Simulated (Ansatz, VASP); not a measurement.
**One calculation of Mg3CdSe4, two programs**

INCAR

```
  ALGO = Normal
  EDIFF = 1E-7
  ENCUT = 520
  GGA = PE
  ISIF = 2
  ISMEAR = 0
  LASPH = True
  LCHARG = True
  LELF = True
  LREAL = False
  LVHAR = True
  LWAVE = False
  NBANDS = 31
  NELM = 100
  PREC = Accurate
  SIGMA = 0.1
```

KPOINTS

```
k-points
0
Gamma
  4 4 4
```

POSCAR

```
Mg3CdSe4
1.0
    5.5805012000      0.0000000000      0.0000000000
    0.0000000000      5.5805012000      0.0000000000
    0.0000000000      0.0000000000      5.5805012000
Mg Cd Se
3 1 4
Direct
    0.5000000000      0.0000000000      0.0000000000
    0.0000000000      0.0000000000      0.5000000000
    0.0000000000      0.5000000000      0.0000000000
    0.5000000000      0.5000000000      0.5000000000
    0.0000000000      0.5000000000      0.5000000000
    0.5000000000      0.5000000000      0.0000000000
    0.0000000000      0.0000000000      0.0000000000
    0.5000000000      0.0000000000      0.5000000000
```

Input for Ansatz:

```yaml
crystal:
  lattice:
    - [5.5805012, 0.0, 0.0]
    - [0.0, 5.5805012, 0.0]
    - [0.0, 0.0, 5.5805012]
  atoms:
    - { symbol: Mg, position: [0.5, 0.0, 0.0] }
    - { symbol: Mg, position: [0.0, 0.0, 0.5] }
    - { symbol: Mg, position: [0.0, 0.5, 0.0] }
    - { symbol: Cd, position: [0.5, 0.5, 0.5] }
    - { symbol: Se, position: [0.0, 0.5, 0.5] }
    - { symbol: Se, position: [0.5, 0.5, 0.0] }
    - { symbol: Se, position: [0.0, 0.0, 0.0] }
    - { symbol: Se, position: [0.5, 0.0, 0.5] }
basis:
  ecutwfc: 420
kpoints:
  mp_grid: { grid: [4, 4, 4] }
hamiltonian:
  xc: pbe
scf:
  occupations: { method: gaussian, width: 0.1 }
  lower_state_search: "off"
output:
  forces: true
  stress: true
  eigenvalues: true
```

Alike in both runs: task single point; functional PBE; k mesh 4 × 4 × 4; occupations gaussian, width 0.1 eV; no spin polarisation.

|  | VASP | Ansatz |
| --- | --- | --- |
| version | VASP 6.6.1 | Ansatz 0.2.0 |
| potentials or method | VASP PAW PBE potentials, release 64 (Mg, Cd, Se), cutoff 520 eV | scalar-relativistic, plane waves, PAW |
| valence electrons in the cell | 42 | 114 |

|  | VASP | Ansatz | Ansatz less VASP |
| --- | --- | --- | --- |
| gap on the k mesh at the Fermi level (eV) | none | none | - |
| pressure (GPa) | 0.0 | 0.0 | -0.02 |

A gap of «none» marks a metal or a gap that the smearing closes. VASP's potentials hold 42 valence electrons a cell and Ansatz's 114, so a difference there can come from the potentials and not from the codes.
